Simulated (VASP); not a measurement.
# ZrN (Fm-3m) in VASP: notebook, part 3 of 3

VASP 6.6.1. The steps go on from the part before.

## (6) Electric field gradients, LDA (volume scaled by 0.98)

Contents of INCAR:

```
  ALGO = Normal
  EDIFF = 1E-8
  ENCUT = 520
  GGA = CA
  GGA_COMPAT = False
  ISIF = 2
  ISMEAR = -1
  LASPH = True
  LCHARG = False
  LEFG = True
  LREAL = False
  LWAVE = False
  NBANDS = 16
  NELM = 120
  PREC = Accurate
  SIGMA = 0.03
```

Contents of KPOINTS:

```
k-points
0
Gamma
  9 9 9
```

Contents of POSCAR:

```
ZrN
1.0
    0.0000000000      2.2688991354      2.2688991354
    2.2688991354      0.0000000000      2.2688991354
    2.2688991354      2.2688991354      0.0000000000
Zr N
1 1
Direct
    0.0000000000      0.0000000000      0.0000000000
    0.5000000000      0.5000000000      0.5000000000
```

Potentials or basis: VASP PAW LDA potentials, release 64 (Zr_sv, N).

Command:

```
> cat potpaw_LDA.64/Zr_sv/POTCAR potpaw_LDA.64/N/POTCAR > POTCAR
> mpirun -np 1 vasp_std > vasp.out
```

OUTCAR:

```text
EDIFF = 1E-8
   ENCUT = 520
   GGA = CA
   ISIF = 2
   ISMEAR = -1
   LASPH = True
   LREAL = False
   NELM = 120
   PREC = Accurate

 ion  position               nearest neighbor table
   1  0.000  0.000  0.000-   2 2.27   2 2.27   2 2.27   2 2.27   2 2.27   2 2.27
   2  0.500  0.500  0.500-   1 2.27   1 2.27   1 2.27   1 2.27   1 2.27   1 2.27

  LATTYP: Found a face centered cubic cell.
 ALAT       =     4.5377982708

  Lattice vectors:

 A1 = (   0.0000000000,   2.2688991354,   2.2688991354)
 A2 = (   2.2688991354,   0.0000000000,   2.2688991354)
 A3 = (   2.2688991354,   2.2688991354,   0.0000000000)

Analysis of symmetry for initial positions (statically):
=====================================================================
 Subroutine PRICEL returns:
 Original cell was already a primitive cell.

 Routine SETGRP: Setting up the symmetry group for a
 face centered cubic supercell.

 Subroutine GETGRP returns: Found 48 space group operations
 (whereof 48 operations were pure point group operations)
 out of a pool of 48 trial point group operations.

The static configuration has the point symmetry O_h .

Analysis of symmetry for dynamics (positions and initial velocities):
=====================================================================
 Subroutine PRICEL returns:
 Original cell was already a primitive cell.

 Routine SETGRP: Setting up the symmetry group for a
 face centered cubic supercell.

 Subroutine GETGRP returns: Found 48 space group operations
 (whereof 48 operations were pure point group operations)
 out of a pool of 48 trial point group operations.

The dynamic configuration has the point symmetry O_h .

 Subroutine INISYM returns: Found 48 space group operations
 (whereof 48 operations are pure point group operations),
 and found     1 'primitive' translations

----------------------------------------------------------------------------------------

                                     Primitive cell

  volume of cell :      23.3601

  direct lattice vectors                    reciprocal lattice vectors
     0.000000000  2.268899135  2.268899135    -0.220371189  0.220371189  0.220371189
     2.268899135  0.000000000  2.268899135     0.220371189 -0.220371189  0.220371189
     2.268899135  2.268899135  0.000000000     0.220371189  0.220371189 -0.220371189

  length of vectors
     3.208707929  3.208707929  3.208707929     0.381694096  0.381694096  0.381694096

  position of ions in fractional coordinates (direct lattice)
     0.000000000  0.000000000  0.000000000
     0.500000000  0.500000000  0.500000000

  ion indices of the primitive-cell ions
   primitive index   ion index
                 1           1
                 2           2

----------------------------------------------------------------------------------------

 KPOINTS: k-points

Automatic generation of k-mesh.
 Grid dimensions read from file:
 generate k-points for:    9    9    9
[... 70 lines left out ...]
   ISIF   =      2    stress and relaxation
   ISYM   =      2    0-nonsym 1-usesym 2-fastsym
   POTIM  = 0.5000    time-step for ionic-motion
   TEBEG  =    0.0;   TEEND  =   0.0 temperature during run
   PSTRESS=    0.0 pullay stress
   NELECT =      17.0000    total number of electrons
   NUPDOWN=      -1.0000    fix difference up-down
   EMIN   =  10.00;   EMAX   =-10.00  energy-range for DOS
   EFERMI =   0.00;   METHOD = LEGACY
   ISMEAR =    -1;   SIGMA  =   0.03  broadening in eV -4-tet -1-fermi 0-gaus
   EFERMI_NEDOS =   21; number of points for ismear=-14 and -15
   IALGO  =     38    algorithm
   IMIX   =      4    mixing-type and parameters
     AMIX     =   0.40;   BMIX     =  1.00
     AMIX_MAG =   1.60;   BMIX_MAG =  1.00
  volume/ion in A,a.u.               =      11.68        78.82
  Fermi-wavevector in a.u.,A,eV,Ry     =   1.472536  2.782690 29.502364  2.168363
  Thomas-Fermi vector in A             =   2.587539
   LORBIT       =      0    0 simple, 1 ext, 2 COOP (PROOUT), +10 PAW based schemes
   GGA     = CA    functional components
   LHFCALC =     F    Hartree Fock is set to
   AEXX    =    0.0000 exact exchange contribution
   IVDW    =     0    specifies the selected vdW correction
   LEPSILON=     F    determine dielectric tensor
   LRPA    =     F    only Hartree local field effects (RPA)
 non-spin polarized calculation
  energy-cutoff  :      520.00
  volume of cell :       23.36
 maximum number of plane-waves:       638
   NGX = 11   NGY = 11   NGZ = 11

 number of electron      16.9999998 magnetization

 Free energy of the ion-electron system (eV)
  ---------------------------------------------------
  ext. energy  EPLUGINS =         0.00000000
  ---------------------------------------------------
  free energy    TOTEN  =       -22.42361815 eV

  energy without entropy =      -22.41959811  energy(sigma->0) =      -22.42160813

 E-fermi :  12.0935     XC(G=0): -12.9410

 val. band max:       12.0628586070   @ k =   0.1111   0.0000   0.0000
 cond. band min:      12.1076508091   @ k =   0.4444   0.2222   0.1111
 fundamental gap:      0.0447922021
 Fermi energy:        12.0935471240

 k-point     1 :       0.0000    0.0000    0.0000
  band No.  band energies     occupation
      1     -37.0500      2.00000
      2     -14.7814      2.00000
      3     -14.7814      2.00000
      4     -14.7814      2.00000
      5      -4.0203      2.00000
      6       9.4673      2.00000
[... 433 lines left out ...]
      3     -15.1751      2.00000
      4     -15.1751      2.00000
      5      -3.4494      2.00000
      6       7.4332      2.00000
[... 8 lines left out ...]
     15      22.9493      0.00000
     16      28.1139      0.00000

 [... further k-points ...]

------------------------ aborting loop because EDIFF is reached ----------------------------------------

  FORCE on cell =-STRESS in cart. coord.  units (eV):
  Direction    XX          YY          ZZ          XY          YZ          ZX
  --------------------------------------------------------------------------------------
  -------------------------------------------------------------------------------------
  Total       -0.2433589     -0.2433589     -0.2433589      0.0000000      0.0000000      0.0000000
  in kB      -16.6909929    -16.6909929    -16.6909929      0.0000000      0.0000000      0.0000000
  external PRESSURE =     -16.6909929 kB  Pullay stress =       0.0000000 kB

 VOLUME and BASIS-vectors are now :
 -----------------------------------------------------------------------------
  energy-cutoff  :      520.00
  volume of cell :       23.36
      direct lattice vectors                 reciprocal lattice vectors
     0.000000000  2.268899135  2.268899135    -0.220371189  0.220371189  0.220371189
     2.268899135  0.000000000  2.268899135     0.220371189 -0.220371189  0.220371189
     2.268899135  2.268899135  0.000000000     0.220371189  0.220371189 -0.220371189

 POSITION                                       TOTAL-FORCE (eV/Angst)
 -----------------------------------------------------------------------------------
      0.00000      0.00000      0.00000         0.000000      0.000000      0.000000
      2.26890      2.26890      2.26890         0.000000      0.000000      0.000000
 -----------------------------------------------------------------------------------
    total drift:                                0.000000     -0.000000     -0.000000

  FREE ENERGIE OF THE ION-ELECTRON SYSTEM (eV)
  ---------------------------------------------------
  free  energy   TOTEN  =       -22.4236181540 eV

  energy  without entropy=      -22.4195981114  energy(sigma->0) =      -22.42160813

 Electric field gradients (V/A^2)
---------------------------------------------------------------------
 ion       V_xx      V_yy      V_zz      V_xy      V_xz      V_yz
---------------------------------------------------------------------
   1      -0.000     0.000    -0.000    -0.000    -0.000    -0.000
   2       0.000     0.000     0.000    -0.001    -0.001    -0.001
---------------------------------------------------------------------

 Electric field gradients after diagonalization (V/A^2)
 (convention: |V_zz| > |V_xx| > |V_yy|)
----------------------------------------------------------------------
 ion       V_xx      V_yy      V_zz     asymmetry (V_yy - V_xx)/ V_zz
----------------------------------------------------------------------
   1       0.000     0.000    -0.000       0.000
   2       0.001     0.001    -0.001       0.000
----------------------------------------------------------------------

           NMR quadrupolar parameters

 Cq : quadrupolar parameter    Cq=e*Q*V_zz/h
 eta: asymmetry parameters     (V_yy - V_xx)/ V_zz
 Q  : nuclear electric quadrupole moment in mb (millibarn)
----------------------------------------------------------------------
 ion       Cq(MHz)       eta       Q (mb)
----------------------------------------------------------------------
   1      -0.000       0.000       1.000
   2      -0.000       0.000       1.000
----------------------------------------------------------------------
```

OSZICAR:

```text
N       E                     dE             d eps       ncg     rms          rms(c)
DAV:   1     0.117522453138E+03    0.11752E+03   -0.91581E+03  1120   0.105E+03
DAV:   2    -0.212926943249E+02   -0.13882E+03   -0.13081E+03  1456   0.302E+02
DAV:   3    -0.258031740303E+02   -0.45105E+01   -0.44884E+01  1624   0.496E+01
DAV:   4    -0.258579977107E+02   -0.54824E-01   -0.54817E-01  1376   0.496E+00
DAV:   5    -0.258595566534E+02   -0.15589E-02   -0.15589E-02  1568   0.557E-01    0.234E+01
DAV:   6    -0.226341846093E+02    0.32254E+01   -0.72478E+00  1176   0.253E+01    0.900E+00
DAV:   7    -0.224644382290E+02    0.16975E+00   -0.48476E-01  1336   0.602E+00    0.752E+00
DAV:   8    -0.224407778295E+02    0.23660E-01   -0.25014E-01  1408   0.421E+00    0.408E+00
DAV:   9    -0.224245814857E+02    0.16196E-01   -0.56972E-02  1264   0.214E+00    0.140E+00
DAV:  10    -0.224236331217E+02    0.94836E-03   -0.20524E-03  1400   0.437E-01    0.132E-01
DAV:  11    -0.224236263147E+02    0.68070E-05   -0.20350E-04  1432   0.107E-01    0.736E-02
DAV:  12    -0.224236182578E+02    0.80569E-05   -0.19302E-05  1312   0.360E-02    0.368E-03
DAV:  13    -0.224236181841E+02    0.73730E-07   -0.17738E-07  1416   0.451E-03    0.159E-03
DAV:  14    -0.224236181552E+02    0.28834E-07   -0.21792E-08  1408   0.159E-03    0.343E-04
DAV:  15    -0.224236181540E+02    0.11955E-08   -0.19152E-09   736   0.457E-04
   1 F= -.22423618E+02 E0= -.22421608E+02  d E =-.402004E-02
```

It took 18 s on 1 thread of Intel Xeon 8259CL, shared host; peak memory 0.13 GiB.

What came out:

```yaml
Free_energy: -22.4236 eV
Pressure: -1.7 GPa
```

Levels at points of the mesh, in eV from the Fermi level:
| k point | band 7 | band 8 | band 9 | band 10 | band 11 | band 12 |
| --- | --- | --- | --- | --- | --- | --- |
| (0.00, 0.00, 0.00) | -2.63 | -2.63 | -0.40 | -0.40 | -0.40 | 1.67 |

Caveat: without QUAD_EFG the Cq values of the log hold for a quadrupole moment of 1 mb, not for the nuclei.

## (7) The runs side by side

| cell | gap on the mesh (eV) | pressure (GPa) |
| --- | --- | --- |
| a = 3.164 Å, angles 60.0°, 2 atoms | none | 10.9 |
| a = 3.187 Å, angles 60.0°, 2 atoms | none | 4.3 |
| a = 3.209 Å, angles 60.0°, 2 atoms | none | -1.7 |

Alike in all rows: task electric field gradients; level LDA; potentials or basis VASP PAW LDA potentials, release 64 (Zr_sv, N); no spin polarisation; k mesh 9 × 9 × 9; cutoff (eV) 520; smearing fermi-dirac 0.03 eV.

Absolute energies hang on the potentials; compare differences alone.
